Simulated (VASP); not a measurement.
Bi: relaxation of cell and atoms with PBEsol

Crystal: Bi.

```
CELL_PARAMETERS angstrom
-2.00000 2.00000 2.00000
2.00000 -2.00000 2.00000
2.00000 2.00000 -2.00000
ATOMIC_POSITIONS crystal
Bi 0.00000 0.00000 0.00000
```

| Property | Result |
| --- | --- |
| Program | VASP 6.6.1 |
| Task | relaxation of cell and atoms |
| Functional | PBEsol |
| Potentials or basis | VASP PAW PBE potentials, release 64 (Bi_d) |
| Cutoff | 600 eV |
| k mesh | 15 × 15 × 15 |
| Occupations | fermi-dirac, width 0.08 eV |
| Spin | no spin polarisation |
| Dipole correction | no |
| Further INCAR settings | ALGO = Normal; EDIFF = 1e-06; IBRION = 2; EDIFFG = -0.005; NSW = 60; ISIF = 3 |

The relaxed volume is 30.00 Å³/atom, the relaxed cell is a = 3.390 Å, b = 3.390 Å, c = 3.390 Å, α = 109.47°, β = 109.47°, γ = 109.47° and the space group after relaxing (to 0.05 Å) is Im-3m (No. 229). The energy gained by relaxing is 22.3 meV/atom. The ionic steps are 3 and the pressure after relaxing is 0.0 GPa.

The path:
```tsv
step	energy change (eV)	largest force (eV/Å)	pressure (GPa)	volume (Å³)
1	0.0000	0.0000	-3.34	32.00
2	-0.0156	0.0000	2.22	29.01
3	-0.0223	0.0000	0.02	30.00
```

Final structure:
```
CELL_PARAMETERS angstrom
-1.95744 1.95744 1.95744
1.95744 -1.95744 1.95744
1.95744 1.95744 -1.95744
ATOMIC_POSITIONS crystal
Bi 0.00000 0.00000 0.00000
```

Levels at points of the mesh, in eV from the Fermi level:
```csv
k point,band 5,band 6,band 7,band 8,band 9,band 10
"(0.00, 0.00, 0.00)",-22.85,-13.81,5.36,5.36,5.36,9.56
```

It took 77 s on 1 thread of Intel Xeon 6975P-C (shared host), peak memory 0.2 GiB.

Caveat: the PAW data sets were made with another functional, which shifts forces and pressure a little; spin-orbit coupling is left out, which moves the levels of the heavy elements.
